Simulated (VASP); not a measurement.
# BaZrO3 (Pm-3m) in VASP: further runs, part 2 of 2

VASP 6.6.1. Earlier steps stand in the parts before.

## (4) Single point, PBE, non-collinear spin, zero start, spin-orbit coupling

The input, INCAR:

```
PREC = Accurate
ENCUT = 520
EDIFF = 1E-7
ISMEAR = 0
SIGMA = 0.01
LREAL = F
LASPH = T
NELM = 150
ALGO = Normal
ISIF = 2
LWAVE = F
LCHARG = F
MAGMOM = 0 0 0 0 0 0 0 0 0 0 0 0 0 0 0
LORBIT = 11
LSORBIT = T
GGA_COMPAT = F
LORBMOM = T
LMAXMIX = 4
GGA = PE
NBANDS = 55
```

The input, KPOINTS:

```
regular mesh
0
Gamma
  6 6 6
```

The input, POSCAR:

```
BaZrO3
1.0
    4.2053404461      0.0000000000      0.0000000000
    0.0000000000      4.2053404461      0.0000000000
    0.0000000000      0.0000000000      4.2053404461
Ba Zr O
1 1 3
Direct
    0.0000000000      0.0000000000      0.0000000000
    0.5000000000      0.5000000000      0.5000000000
    0.5000000000      0.0000000000      0.5000000000
    0.5000000000      0.5000000000      0.0000000000
    0.0000000000      0.5000000000      0.5000000000
```

Potentials or basis: VASP PAW PBE potentials, release 64 (Ba_sv, Zr_sv, O).

Started as:

```console
$ cat potpaw_PBE.64/Ba_sv/POTCAR potpaw_PBE.64/Zr_sv/POTCAR potpaw_PBE.64/O/POTCAR > POTCAR
$ mpirun -np 1 vasp_ncl > vasp.out
```

OUTCAR:

```text
PREC = Accurate
   ENCUT = 520
   EDIFF = 1E-7
   ISMEAR = 0
   LREAL = F
   LASPH = T
   NELM = 150
   ISIF = 2
   LORBIT = 11
   LSORBIT = T
   GGA = PE

 ion  position               nearest neighbor table
   1  0.000  0.000  0.000-   3 2.97   4 2.97   5 2.97   3 2.97   5 2.97   4 2.97   5 2.97   5 2.97
                             3 2.97   4 2.97   3 2.97   4 2.97   2 3.64   2 3.64   2 3.64   2 3.64
   2  0.500  0.500  0.500-   3 2.10   4 2.10   5 2.10   4 2.10   3 2.10   5 2.10   1 3.64   1 3.64
                             1 3.64   1 3.64   1 3.64   1 3.64   1 3.64   1 3.64
   3  0.500  0.000  0.500-   2 2.10   2 2.10   1 2.97   1 2.97   1 2.97   1 2.97
   4  0.500  0.500  0.000-   2 2.10   2 2.10   1 2.97   1 2.97   1 2.97   1 2.97
   5  0.000  0.500  0.500-   2 2.10   2 2.10   1 2.97   1 2.97   1 2.97   1 2.97

  LATTYP: Found a simple cubic cell.
 ALAT       =     4.2053404461

  Lattice vectors:

 A1 = (   4.2053404461,   0.0000000000,   0.0000000000)
 A2 = (   0.0000000000,   4.2053404461,   0.0000000000)
 A3 = (   0.0000000000,   0.0000000000,   4.2053404461)

Analysis of symmetry for initial positions (statically):
=====================================================================
 Subroutine PRICEL returns:
 Original cell was already a primitive cell.

 Routine SETGRP: Setting up the symmetry group for a
 simple cubic supercell.

 Subroutine GETGRP returns: Found 48 space group operations
 (whereof 48 operations were pure point group operations)
 out of a pool of 48 trial point group operations.

The static configuration has the point symmetry O_h .

Analysis of symmetry for dynamics (positions and initial velocities):
=====================================================================
 Subroutine PRICEL returns:
 Original cell was already a primitive cell.

 Routine SETGRP: Setting up the symmetry group for a
 simple cubic supercell.

 Subroutine GETGRP returns: Found 48 space group operations
 (whereof 48 operations were pure point group operations)
 out of a pool of 48 trial point group operations.

The dynamic configuration has the point symmetry O_h .

Analysis of structural, dynamic, and magnetic symmetry:
=====================================================================
 Subroutine PRICEL returns:
 Original cell was already a primitive cell.

 Routine SETGRP: Setting up the symmetry group for a
 simple cubic supercell.

 Subroutine GETGRP returns: Found 48 space group operations
 (whereof 48 operations were pure point group operations)
 out of a pool of 48 trial point group operations.

The overall configuration has the point symmetry O_h .

 Subroutine INISYM returns: Found 48 space group operations
 (whereof 48 operations are pure point group operations),
 and found     1 'primitive' translations

----------------------------------------------------------------------------------------

                                     Primitive cell

  volume of cell :      74.3710

  direct lattice vectors                    reciprocal lattice vectors
     4.205340446  0.000000000  0.000000000     0.237792876  0.000000000  0.000000000
     0.000000000  4.205340446  0.000000000     0.000000000  0.237792876  0.000000000
     0.000000000  0.000000000  4.205340446     0.000000000  0.000000000  0.237792876
[... 1259 lines left out ...]
  energy-cutoff  :      520.00
  volume of cell :       74.37
      direct lattice vectors                 reciprocal lattice vectors
     4.205340446  0.000000000  0.000000000     0.237792876  0.000000000  0.000000000
     0.000000000  4.205340446  0.000000000     0.000000000  0.237792876  0.000000000
     0.000000000  0.000000000  4.205340446     0.000000000  0.000000000  0.237792876

 POSITION                                       TOTAL-FORCE (eV/Angst)
 -----------------------------------------------------------------------------------
      0.00000      0.00000      0.00000         0.000000      0.000000      0.000000
      2.10267      2.10267      2.10267         0.000000      0.000000      0.000000
      2.10267      0.00000      2.10267         0.000000      0.000000      0.000000
      2.10267      2.10267      0.00000         0.000000      0.000000      0.000000
      0.00000      2.10267      2.10267         0.000000      0.000000      0.000000
 -----------------------------------------------------------------------------------
    total drift:                                0.000000     -0.000000     -0.000000

  FREE ENERGIE OF THE ION-ELECTRON SYSTEM (eV)
  ---------------------------------------------------
  free  energy   TOTEN  =       -41.9654602179 eV

  energy  without entropy=      -41.9654602179  energy(sigma->0) =      -41.96546022

 orbital moment (x)

 # of ion     p       d       tot
 ----------------------------------------
  1        -0.000  -0.000  -0.000
  2         0.000  -0.000  -0.000
  3         0.000   0.000   0.000
  4         0.000   0.000   0.000
  5         0.000   0.000   0.000
 ----------------------------------------
           -0.000  -0.000  -0.000

 orbital moment (y)

 # of ion     p       d       tot
 ----------------------------------------
  1         0.000  -0.000  -0.000
  2         0.000   0.000   0.000
  3        -0.000   0.000  -0.000
  4         0.000   0.000   0.000
  5         0.000   0.000   0.000
 ----------------------------------------
           -0.000   0.000   0.000

 orbital moment (z)

 # of ion     p       d       tot
 ----------------------------------------
  1         0.000   0.000   0.000
  2         0.000   0.000   0.000
  3         0.000   0.000   0.000
  4         0.000   0.000   0.000
  5         0.000   0.000   0.000
 ----------------------------------------
            0.000   0.000   0.000

 Spin-Orbit-Coupling matrix elements

 Ion:    1  E_soc:     -0.3844874
 l=   1
     0.0000000    -0.0639403    -0.0639403
    -0.0639403     0.0000000    -0.0639403
    -0.0639403    -0.0639403     0.0000000
 l=   2
     0.0000000    -0.0000319     0.0000000    -0.0000319    -0.0001091
    -0.0000319     0.0000000    -0.0000818    -0.0000319    -0.0000273
     0.0000000    -0.0000818     0.0000000    -0.0000818     0.0000000
    -0.0000319    -0.0000319    -0.0000818     0.0000000    -0.0000273
    -0.0001091    -0.0000273     0.0000000    -0.0000273     0.0000000
 l=   3
     0.0000000     0.0000000     0.0000000     0.0000000     0.0000000     0.0000000     0.0000000
     0.0000000     0.0000000     0.0000000     0.0000000     0.0000000     0.0000000     0.0000000
     0.0000000     0.0000000     0.0000000     0.0000000     0.0000000     0.0000000     0.0000000
     0.0000000     0.0000000     0.0000000     0.0000000     0.0000000     0.0000000     0.0000000
[... 69 lines left out ...]
 l=   2
     0.0000000     0.0000000     0.0000000     0.0000000     0.0000000
     0.0000000     0.0000000     0.0000000     0.0000000     0.0000000
     0.0000000     0.0000000     0.0000000     0.0000000     0.0000000
     0.0000000     0.0000000     0.0000000     0.0000000     0.0000000
     0.0000000     0.0000000     0.0000000     0.0000000     0.0000000
 l=   3
     0.0000000     0.0000000     0.0000000     0.0000000     0.0000000     0.0000000     0.0000000
     0.0000000     0.0000000     0.0000000     0.0000000     0.0000000     0.0000000     0.0000000
     0.0000000     0.0000000     0.0000000     0.0000000     0.0000000     0.0000000     0.0000000
     0.0000000     0.0000000     0.0000000     0.0000000     0.0000000     0.0000000     0.0000000
     0.0000000     0.0000000     0.0000000     0.0000000     0.0000000     0.0000000     0.0000000
     0.0000000     0.0000000     0.0000000     0.0000000     0.0000000     0.0000000     0.0000000
     0.0000000     0.0000000     0.0000000     0.0000000     0.0000000     0.0000000     0.0000000

 total charge

# of ion       s       p       d       tot
------------------------------------------
    1        2.001   5.632   0.266   7.899
    2        2.197   6.084   1.418   9.699
    3        1.561   3.482   0.000   5.043
    4        1.561   3.482   0.000   5.043
    5        1.561   3.482   0.000   5.043
--------------------------------------------------
tot          8.882  22.161   1.684  32.727

 magnetization (x)

# of ion       s       p       d       tot
------------------------------------------
    1       -0.000   0.000   0.000  -0.000
    2       -0.000   0.000  -0.000  -0.000
    3        0.000  -0.000   0.000   0.000
    4        0.000  -0.000   0.000  -0.000
    5       -0.000  -0.000   0.000  -0.000
--------------------------------------------------
tot         -0.000  -0.000  -0.000  -0.000

 magnetization (y)

# of ion       s       p       d       tot
------------------------------------------
    1       -0.000  -0.000  -0.000  -0.000
    2       -0.000   0.000   0.000   0.000
    3        0.000   0.000   0.000   0.000
    4       -0.000  -0.000   0.000  -0.000
    5        0.000   0.000   0.000   0.000
--------------------------------------------------
tot         -0.000  -0.000   0.000  -0.000

 magnetization (z)

# of ion       s       p       d       tot
------------------------------------------
    1       -0.000  -0.000   0.000  -0.000
    2        0.000  -0.000  -0.000   0.000
    3        0.000  -0.000   0.000  -0.000
    4       -0.000   0.000   0.000   0.000
    5        0.000  -0.000   0.000  -0.000
--------------------------------------------------
tot          0.000   0.000  -0.000   0.000
```

It took 3.5 min on 1 thread of Intel Xeon 8259CL, shared host; peak memory 0.39 GiB.

Results:

```yaml
Free_energy: -41.9655 eV
Pressure: 3.4 GPa
Net_moment: 0.00 μB per cell
Valence_electrons_inside_the_program's_atomic_spheres: Ba 7.90; Zr 9.70; O 5.04
```

Moments on the atoms (μB; x, y, z):
```
Ba  0.00 0.00 0.00
Zr  0.00 0.00 0.00
O   0.00 0.00 0.00
O   0.00 0.00 0.00
O   0.00 0.00 0.00
```

Caveat: the cell stands under pressure.

## (5) The runs side by side

```csv
level,spin,smearing,gap on the mesh (eV),pressure (GPa)
PBE,off,fermi-dirac 0.02 eV,3.17,3.4
r2SCAN,off,gaussian 0.01 eV,3.68,1.0
PBE,"non-collinear, zero start, SOC",gaussian 0.01 eV,-,3.4
```

Alike in all rows: task single point; potentials or basis VASP PAW PBE potentials, release 64 (Ba_sv, Zr_sv, O); cell as given; k mesh 6 × 6 × 6; cutoff (eV) 520.

The pressure there spans 1.0 GPa (r2SCAN) to 3.4 GPa (PBE); a positive pressure means that this level wants a larger cell, a negative one a smaller.

Caveats: the cell stands under pressure (at least some runs); spin-orbit coupling is left out, which moves the levels of the heavy elements (at least some runs); the PAW data sets were made with another functional, which shifts forces and pressure a little (at least some runs).

Absolute energies hang on the potentials; compare differences alone.
